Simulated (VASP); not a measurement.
# ZnSb2Te4 (I-4) in VASP: notebook

ZnSb2Te4 is run at these levels: PBE, PBE+D4, PBEsol; tasks: single point.

Program: VASP 6.6.1. These are calculated values, not measurements. Logs are shortened: lines on timing, memory, paths and dates and some standing lists are left out, and cuts for length are marked.

## 1. The cell of the first run

It takes space group I-4 (No. 82, tetragonal). The conventional cell has a = 6.252 Å, b = 6.252 Å, c = 12.501 Å, α = 90.00°, β = 90.00°, γ = 90.00°. Within 3.6 Å of Sb (site symmetry -4) lie 4 Te at 2.71 Å. Sb (site symmetry -4) has 4 Te at 2.71 Å within 3.6 Å. Zn (site symmetry -4) has 4 Te at 2.71 Å within 3.6 Å. Te (site symmetry 1) has 2 Sb at 2.71 Å and 1 Zn at 2.71 Å within 3.6 Å.

## 2. Single point, PBE

INCAR reads:

```
ALGO = Normal
EDIFF = 1E-7
ENCUT = 520
GGA = PE
ISIF = 2
ISMEAR = 1
LASPH = True
LCHARG = True
LELF = True
LREAL = False
LVHAR = True
LWAVE = False
NBANDS = 32
NELM = 100
PREC = Accurate
SIGMA = 0.0665
```

KPOINTS reads:

```
k-points
0
Gamma
  3 3 3
```

POSCAR reads:

```
ZnSb2Te4
1.0
    0.0000000000      6.2524540000      0.0000000000
    6.2524540000      0.0000000000      0.0000000000
    3.1262270000      3.1262270000     -6.2504110000
Sb Zn Te
2 1 4
Direct
    0.5000000000      0.5000000000      0.0000000000
    0.7500000000      0.2500000000      0.5000000000
    0.0000000000      0.0000000000      0.0000000000
    0.3750000000      0.3750000000      0.7500000000
    0.6250000000      0.1250000000      0.2500000000
    0.8750000000      0.8750000000      0.7500000000
    0.1250000000      0.6250000000      0.2500000000
```

Potentials or basis: VASP PAW PBE potentials, release 64 (Sb, Zn, Te).

Command:

```sh
$ cat potpaw_PBE.64/Sb/POTCAR potpaw_PBE.64/Zn/POTCAR potpaw_PBE.64/Te/POTCAR > POTCAR
$ mpirun -np 1 vasp_std > vasp.out
```

OUTCAR:

```text
EDIFF = 1E-7
   ENCUT = 520
   GGA = PE
   ISIF = 2
   ISMEAR = 1
   LASPH = True
   LREAL = False
   NELM = 100
   PREC = Accurate

 ion  position               nearest neighbor table
   1  0.500  0.500  0.000-   4 2.71   5 2.71   6 2.71   7 2.71
   2  0.750  0.250  0.500-   4 2.71   5 2.71   6 2.71   7 2.71
   3  0.000  0.000  0.000-   4 2.71   5 2.71   6 2.71   7 2.71
   4  0.375  0.375  0.750-   1 2.71   2 2.71   3 2.71
   5  0.625  0.125  0.250-   1 2.71   2 2.71   3 2.71
   6  0.875  0.875  0.750-   1 2.71   2 2.71   3 2.71
   7  0.125  0.625  0.250-   1 2.71   2 2.71   3 2.71

  LATTYP: Found a body centered tetragonal cell.
 ALAT       =     6.2524540000
 C/A-ratio  =     1.9993464966

  Lattice vectors:

 A1 = (  -3.1262270000,   3.1262270000,   6.2504110000)
 A2 = (   3.1262270000,  -3.1262270000,   6.2504110000)
 A3 = (   3.1262270000,   3.1262270000,  -6.2504110000)

Analysis of symmetry for initial positions (statically):
=====================================================================
 Subroutine PRICEL returns:
 Original cell was already a primitive cell.

 Routine SETGRP: Setting up the symmetry group for a
 body centered tetragonal supercell.

 Subroutine GETGRP returns: Found  4 space group operations
 (whereof  4 operations were pure point group operations)
 out of a pool of 16 trial point group operations.

The static configuration has the point symmetry S_4 .

Analysis of symmetry for dynamics (positions and initial velocities):
=====================================================================
 Subroutine PRICEL returns:
 Original cell was already a primitive cell.

 Routine SETGRP: Setting up the symmetry group for a
 body centered tetragonal supercell.

 Subroutine GETGRP returns: Found  4 space group operations
 (whereof  4 operations were pure point group operations)
 out of a pool of 16 trial point group operations.

The dynamic configuration has the point symmetry S_4 .

 Subroutine INISYM returns: Found  4 space group operations
 (whereof  4 operations are pure point group operations),
 and found     1 'primitive' translations

----------------------------------------------------------------------------------------
[... 84 lines left out ...]
   EDIFF  = 0.1E-06   stopping-criterion for ELM
   LREAL  =      F    real-space projection
   EDIFFG = 0.1E-05   stopping-criterion for IOM
   NSW    =      0    number of steps for IOM
   IBRION =     -1    ionic relax: 0-MD 1-quasi-New 2-CG
   NFREE  =      0    steps in history (QN), initial steepest desc. (CG)
   ISIF   =      2    stress and relaxation
   ISYM   =      2    0-nonsym 1-usesym 2-fastsym
   POTIM  = 0.5000    time-step for ionic-motion
   TEBEG  =    0.0;   TEEND  =   0.0 temperature during run
   PSTRESS=    0.0 pullay stress
   NELECT =      46.0000    total number of electrons
   NUPDOWN=      -1.0000    fix difference up-down
   EMIN   =  10.00;   EMAX   =-10.00  energy-range for DOS
   EFERMI =   0.00;   METHOD = LEGACY
   ISMEAR =     1;   SIGMA  =   0.07  broadening in eV -4-tet -1-fermi 0-gaus
   EFERMI_NEDOS =   21; number of points for ismear=-14 and -15
   IALGO  =     38    algorithm
   IMIX   =      4    mixing-type and parameters
     AMIX     =   0.40;   BMIX     =  1.00
     AMIX_MAG =   1.60;   BMIX_MAG =  1.00
  volume/ion in A,a.u.               =      34.91       235.56
  Fermi-wavevector in a.u.,A,eV,Ry     =   0.938262  1.773059 11.977699  0.880336
  Thomas-Fermi vector in A             =   2.065456
   LORBIT       =      0    0 simple, 1 ext, 2 COOP (PROOUT), +10 PAW based schemes
   GGA     = PE    functional components
   LHFCALC =     F    Hartree Fock is set to
   AEXX    =    0.0000 exact exchange contribution
   IVDW    =     0    specifies the selected vdW correction
   LEPSILON=     F    determine dielectric tensor
   LRPA    =     F    only Hartree local field effects (RPA)
 non-spin polarized calculation
 Methfessel and Paxton  Order N= 1 SIGMA  =   0.07
  energy-cutoff  :      520.00
  volume of cell :      244.35
 maximum number of plane-waves:      6603
 NGX is ok and might be reduce to    48
   NGX = 23   NGY = 23   NGZ = 29

 number of electron      46.0000017 magnetization

 Free energy of the ion-electron system (eV)
  ---------------------------------------------------
  ext. energy  EPLUGINS =         0.00000000
  ---------------------------------------------------
  free energy    TOTEN  =       -19.66550675 eV

  energy without entropy =      -19.66543771  energy(sigma->0) =      -19.66548373

 E-fermi :   5.1365     XC(G=0):  -8.4843

 val. band max:        5.0987037590   @ k =   0.0000   0.0000   0.0000
 cond. band min:       5.1770173495   @ k =   0.0000   0.0000   0.0000
 fundamental gap:      0.0783135905
 Fermi energy:         5.1365287904

 k-point     1 :       0.0000    0.0000    0.0000
  band No.  band energies     occupation
      1      -8.8005      2.00000
      2      -6.7115      2.00000
      3      -6.6865      2.00000
      4      -6.6865      2.00000
      5      -5.8445      2.00000
      6      -3.1763      2.00000
[... 199 lines left out ...]
     31       8.5972      0.00000
     32       9.1006      0.00000

------------------------ aborting loop because EDIFF is reached ----------------------------------------

  FORCE on cell =-STRESS in cart. coord.  units (eV):
  Direction    XX          YY          ZZ          XY          YZ          ZX
  --------------------------------------------------------------------------------------
  -------------------------------------------------------------------------------------
  Total       15.3516761     15.3516761     17.8827539      0.0000011      0.0000000      0.0000000
  in kB      100.6599700    100.6599700    117.2560870      0.0000070      0.0000000      0.0000000
  external PRESSURE =     106.1920090 kB  Pullay stress =       0.0000000 kB

 VOLUME and BASIS-vectors are now :
 -----------------------------------------------------------------------------
  energy-cutoff  :      520.00
  volume of cell :      244.35
      direct lattice vectors                 reciprocal lattice vectors
     0.000000000  6.252454000  0.000000000     0.000000000  0.159937202  0.079994740
     6.252454000  0.000000000  0.000000000     0.159937202  0.000000000  0.079994740
     3.126227000  3.126227000 -6.250411000     0.000000000  0.000000000 -0.159989479

 POSITION                                       TOTAL-FORCE (eV/Angst)
 -----------------------------------------------------------------------------------
      3.12623      3.12623      0.00000         0.000000      0.000000      0.000000
      3.12623      6.25245     -3.12521         0.000000      0.000000      0.000000
      0.00000      0.00000      0.00000        -0.000000      0.000000      0.000000
      4.68934      4.68934     -4.68781         0.084950     -2.471906      0.111989
      1.56311      4.68934     -1.56260        -2.471906     -0.084950     -0.111989
      7.81557      7.81557     -4.68781        -0.084950      2.471906      0.111989
      4.68934      1.56311     -1.56260         2.471906      0.084950     -0.111989
 -----------------------------------------------------------------------------------
    total drift:                               -0.000003     -0.000003      0.000002

  FREE ENERGIE OF THE ION-ELECTRON SYSTEM (eV)
  ---------------------------------------------------
  free  energy   TOTEN  =       -19.6655067457 eV

  energy  without entropy=      -19.6654377097  energy(sigma->0) =      -19.66548373
```

OSZICAR:

```text
N       E                     dE             d eps       ncg     rms          rms(c)
DAV:   1     0.264833404936E+03    0.26483E+03   -0.17205E+04   384   0.122E+03
DAV:   2     0.616966749253E+01   -0.25866E+03   -0.24634E+03   440   0.241E+02
DAV:   3    -0.194379742770E+02   -0.25608E+02   -0.24511E+02   488   0.789E+01
DAV:   4    -0.201044699331E+02   -0.66650E+00   -0.66497E+00   472   0.121E+01
DAV:   5    -0.201214457975E+02   -0.16976E-01   -0.16976E-01   512   0.208E+00    0.148E+01
DAV:   6    -0.196996385471E+02    0.42181E+00   -0.97086E-01   504   0.163E+01    0.103E+01
DAV:   7    -0.196797356699E+02    0.19903E-01   -0.70312E-01   456   0.450E+00    0.129E+00
DAV:   8    -0.196659319289E+02    0.13804E-01   -0.49065E-02   432   0.167E+00    0.988E-01
DAV:   9    -0.196648158316E+02    0.11161E-02   -0.14301E-02   424   0.498E-01    0.443E-01
DAV:  10    -0.196653669254E+02   -0.55109E-03   -0.16213E-03   456   0.229E-01    0.867E-02
DAV:  11    -0.196654458739E+02   -0.78949E-04   -0.18665E-04   440   0.699E-02    0.299E-02
DAV:  12    -0.196654939897E+02   -0.48116E-04   -0.64886E-05   472   0.426E-02    0.223E-02
DAV:  13    -0.196655052094E+02   -0.11220E-04   -0.18679E-05   408   0.221E-02    0.677E-03
DAV:  14    -0.196655063019E+02   -0.10926E-05   -0.14289E-06   520   0.693E-03    0.199E-03
DAV:  15    -0.196655066749E+02   -0.37296E-06   -0.34252E-07   392   0.268E-03    0.961E-04
DAV:  16    -0.196655067457E+02   -0.70789E-07   -0.61924E-08   352   0.151E-03
   1 F= -.19665507E+02 E0= -.19665484E+02  d E =-.690360E-04
```

It took 40 s on 1 thread of Intel Xeon 6975P-C (Granite Rapids), shared host; peak memory 0.39 GiB.

Results:

```
Free energy            : -19.6655 eV
Pressure               : 10.6 GPa
Largest force          : 2.476 eV/Å
Band gap on the k mesh : 0.08 eV
```

Forces in eV/Å, atoms in the order of the input:
```
Sb   0.000  0.000  0.000
Sb   0.000  0.000  0.000
Zn   0.000  0.000  0.000
Te   0.085 -2.472  0.112
Te  -2.472 -0.085 -0.112
Te  -0.085  2.472  0.112
Te   2.472  0.085 -0.112
```

Stress tensor (GPa, compression positive):
```
10.07  0.00  0.00
 0.00 10.07  0.00
 0.00  0.00 11.73
```

Levels at points of the mesh, in eV from the valence-band top:
| k point | band 19 | band 20 | band 21 | band 22 | band 23 | band 24 | band 25 | band 26 | band 27 | band 28 |
| --- | --- | --- | --- | --- | --- | --- | --- | --- | --- | --- |
| (0.00, 0.00, 0.00) | -1.71 | -1.69 | -1.69 | -1.43 | 0.00 | 0.08 | 0.69 | 0.69 | 1.26 | 1.96 |

Caveat: the cell stands under pressure; spin-orbit coupling is left out, which moves the levels of the heavy elements; an odd mesh through Γ misses points on the zone boundary, where band edges can lie; forces of over 1 eV/Å act on the atoms, so gaps and moduli don't describe the material at rest.

## 3. Single point, PBE+D4

INCAR reads:

```
SYSTEM = ZnSb2Te4
PREC = Accurate ; ENCUT = 520
EDIFF = 1E-6 ; ISMEAR = 1
SIGMA = 0.0665 ; LREAL = .False.
LASPH = .True. ; NELM = 60
ALGO = Normal ; ISIF = 2
LWAVE = .False. ; LCHARG = .False.
GGA = PE ; IVDW = 13
NBANDS = 32
```

KPOINTS reads:

```
regular mesh
0
Gamma
  3 3 3
  0 0 0
```

POSCAR is that of step 2.

Potentials or basis: VASP PAW PBE potentials, release 64 (Sb, Zn, Te).

Command:

```sh
$ cat potpaw_PBE.64/Sb/POTCAR potpaw_PBE.64/Zn/POTCAR potpaw_PBE.64/Te/POTCAR > POTCAR
$ mpirun -np 1 vasp_std > vasp.out
```

It took 38 s on 1 thread of Intel Xeon 6975P-C (Granite Rapids), shared host; peak memory 0.37 GiB.

It converged, with:

```yaml
Free_energy: -22.4250 eV
Pressure: 8.6 GPa
Largest_force: 2.497 eV/Å
Band_gap_on_the_k_mesh: 0.08 eV
Dispersion_energy_per_atom: -0.394 eV
```

Forces in eV/Å, atoms in the order of the input:
```
Sb   0.000  0.000  0.000
Sb   0.000  0.000  0.000
Zn   0.000  0.000  0.000
Te   0.092 -2.493  0.114
Te  -2.493 -0.092 -0.114
Te  -0.092  2.493  0.114
Te   2.493  0.092 -0.114
```

Stress tensor (GPa, compression positive):
```
8.06 0.00 0.00
0.00 8.06 0.00
0.00 0.00 9.72
```

Levels at points of the mesh, in eV from the valence-band top:
```tsv
k point	band 21	band 22	band 23	band 24	band 25	band 26
(0.00, 0.00, 0.00)	-1.69	-1.43	0.00	0.08	0.69	0.69
```

Caveat: the cell stands under pressure; spin-orbit coupling is left out, which moves the levels of the heavy elements; an odd mesh through Γ misses points on the zone boundary, where band edges can lie; forces of over 1 eV/Å act on the atoms, so gaps and moduli don't describe the material at rest.

## 4. Single point, PBEsol, collinear spin, zero start

INCAR reads:

```
  ALGO = Normal
  EDIFF = 1E-7
  ENCUT = 520
  GGA = PS
  ISIF = 2
  ISMEAR = 1
  ISPIN = 2
  LASPH = True
  LCHARG = True
  LELF = True
  LORBIT = 11
  LREAL = False
  LVHAR = True
  LWAVE = False
  MAGMOM = 0 0 0 0 0 0 0
  NBANDS = 36
  NELM = 150
  PREC = Accurate
  SIGMA = 0.0665
```

KPOINTS reads:

```
k-points
0
Gamma
  3 3 3
```

POSCAR is that of step 3.

Command:

```sh
$ cat potpaw_PBE.64/Sb/POTCAR potpaw_PBE.64/Zn/POTCAR potpaw_PBE.64/Te/POTCAR > POTCAR
$ mpirun -np 1 vasp_std > vasp.out
```

It took 92 s on 1 thread of Intel Xeon 6975P-C (Granite Rapids), shared host; peak memory 0.52 GiB.

The run converged. Its results:

```
Free energy                                           : -22.2975 eV
Pressure                                              : 8.4 GPa
Largest force                                         : 2.343 eV/Å
Band gap on the k mesh                                : 0.04 eV
Net moment                                            : 0.00 μB per cell
Valence electrons inside the program's atomic spheres : Sb 2.49, 2.50; Zn 10.68; Te 3.44
```

Forces on the atoms (eV/Å):
```
Sb   0.000  0.000  0.000
Sb   0.000  0.000  0.000
Zn   0.000  0.000  0.000
Te   0.003 -2.342  0.037
Te  -2.342 -0.003 -0.037
Te  -0.003  2.342  0.037
Te   2.342  0.003 -0.037
```

Stress tensor (GPa, compression positive):
```
7.89 0.00 0.00
0.00 7.89 0.00
0.00 0.00 9.53
```

Levels at points of the mesh, in eV from the valence-band top:
Spin up:
| k point | band 21 | band 22 | band 23 | band 24 | band 25 | band 26 |
| --- | --- | --- | --- | --- | --- | --- |
| (0.00, 0.00, 0.00) | -1.65 | -1.43 | 0.00 | 0.04 | 0.70 | 0.70 |
Spin down:
```csv
k point,band 20,band 21,band 22,band 23,band 24,band 25,band 26,band 27
"(0.00, 0.00, 0.00)",-1.65,-1.65,-1.43,0.00,0.04,0.70,0.70,1.26
```

Caveat: the cell stands under pressure; the PAW data sets were made with another functional, which shifts forces and pressure a little; spin-orbit coupling is left out, which moves the levels of the heavy elements; an odd mesh through Γ misses points on the zone boundary, where band edges can lie.

## 5. Overview

```tsv
level	spin	gap on the mesh (eV)	pressure (GPa)	largest force (eV/Å)
PBE	off	0.08	10.6	2.48
PBE+D4	off	0.08	8.6	2.50
PBEsol	collinear, zero start	0.04	8.4	2.34
```

Alike in all rows: task single point; potentials or basis VASP PAW PBE potentials, release 64 (Sb, Zn, Te); cell as given; k mesh 3 × 3 × 3; cutoff (eV) 520; smearing methfessel-paxton 0.0665 eV.

On the cell as given the gap runs from 0.04 eV (PBEsol) to 0.08 eV (PBE). The pressure there spans 8.4 GPa (PBEsol) to 10.6 GPa (PBE); a positive pressure means that this level wants a larger cell, a negative one a smaller.

Caveats: the cell stands under pressure; spin-orbit coupling is left out, which moves the levels of the heavy elements; an odd mesh through Γ misses points on the zone boundary, where band edges can lie; forces of over 1 eV/Å act on the atoms, so gaps and moduli don't describe the material at rest (at least some runs); the PAW data sets were made with another functional, which shifts forces and pressure a little (at least some runs).

Absolute energies hang on the potentials; compare differences alone.
